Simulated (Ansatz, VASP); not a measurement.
**Two plane-wave programs on AlN**

Contents of INCAR:

```
ALGO = Normal
EDIFF = 1E-7
ENCUT = 520
GGA = PE
ISIF = 2
ISMEAR = 0
LASPH = T
LCHARG = F
LREAL = F
LWAVE = F
NBANDS = 11
NELM = 60
PREC = Accurate
SIGMA = 0.03
```

The input KPOINTS:

```
k-points
0
Gamma
  11 11 11
```

The input POSCAR:

```
AlN
1.0
    0.0000000000      2.0345180000      2.0345180000
    2.0345180000      0.0000000000      2.0345180000
    2.0345180000      2.0345180000      0.0000000000
Al N
1 1
Direct
    0.5000000000      0.5000000000      0.5000000000
    0.0000000000      0.0000000000      0.0000000000
```

Contents of input.yaml:

```yaml
crystal:
  lattice:
    - [0.0, 2.034518, 2.034518]
    - [2.034518, 0.0, 2.034518]
    - [2.034518, 2.034518, 0.0]
  atoms:
    - { symbol: Al, position: [0.5, 0.5, 0.5] }
    - { symbol: "N", position: [0.0, 0.0, 0.0] }
hamiltonian:
  xc: pbe
  pseudopotentials: { kind: paw }
kpoints:
  mp_grid: { grid: [11, 11, 11] }
scf:
  occupations: { method: gaussian, width: 0.03 }
output:
  forces: true
  stress: true
  eigenvalues: true
  write_density: true
  write_potential: true
  elf: true
  volumetric_format: npy
```

Alike in both runs: task single point; functional PBE; k mesh 11 × 11 × 11; occupations gaussian, width 0.03 eV; no spin polarisation.

|  | VASP | Ansatz |
| --- | --- | --- |
| version | VASP 6.6.1 | Ansatz 0.2.0 |
| potentials or method | VASP PAW PBE potentials, release 64 (Al, N) | Ansatz PAW |
| plane-wave cutoff (eV) | 520 | 420 |
| valence electrons in the cell | 8 | 8 |

```csv
,VASP,Ansatz,Ansatz less VASP
gap on the k mesh at the Fermi level (eV),4.55,4.58,+0.022
least direct gap on the mesh (eV),5.41,5.40,-0.011
pressure (GPa),0.0,0.3,+0.27
```

Noted on Ansatz's run: odd divisions of the mesh miss points on the zone boundary, where band edges often lie, so the gap on the mesh can be too wide.
